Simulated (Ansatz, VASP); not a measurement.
# One calculation of BN, two programs

```
B N
1.0
    -0.00602    1.79881    1.79881
     1.79881   -0.00602    1.79881
     1.79881    1.79881   -0.00602
B N
1 1
Direct
  0.00000 0.00000 0.00000
  0.25000 0.25000 0.25000
```

Change from the starting cell: shear_111 strain -0.5%.

Alike in both runs: task single point; functional PBE; k mesh 12 × 12 × 12; occupations fermi-dirac, width 0.02 eV; no spin polarisation.

|  | VASP | Ansatz |
| --- | --- | --- |
| version | VASP 6.6.1 | Ansatz 0.2.0 |
| potentials or method | VASP PAW PBE potentials, release 64 (B, N) | plane waves, PAW |
| plane-wave cutoff (eV) | 520 | 420 |
| valence electrons in the cell | 8 | 8 |

Ansatz gave:

| Property | Result |
| --- | --- |
| gap on the k mesh at the Fermi level (eV) | 4.47 |
| pressure (GPa) | 6.7 |
| traceless stress, the component that is largest in VASP (GPa) | 1.55 |
| rms of the force components (eV/Å) | 0.008 |

Q: What did VASP give for the same quantities?

A: gap on the k mesh at the Fermi level (eV): 4.46; pressure (GPa): 7.0; traceless stress, the component that is largest in VASP (GPa): 1.56; rms of the force components (eV/Å): 0.009.

Atom by atom the forces differ by 0.001 eV/Å (rms over components).
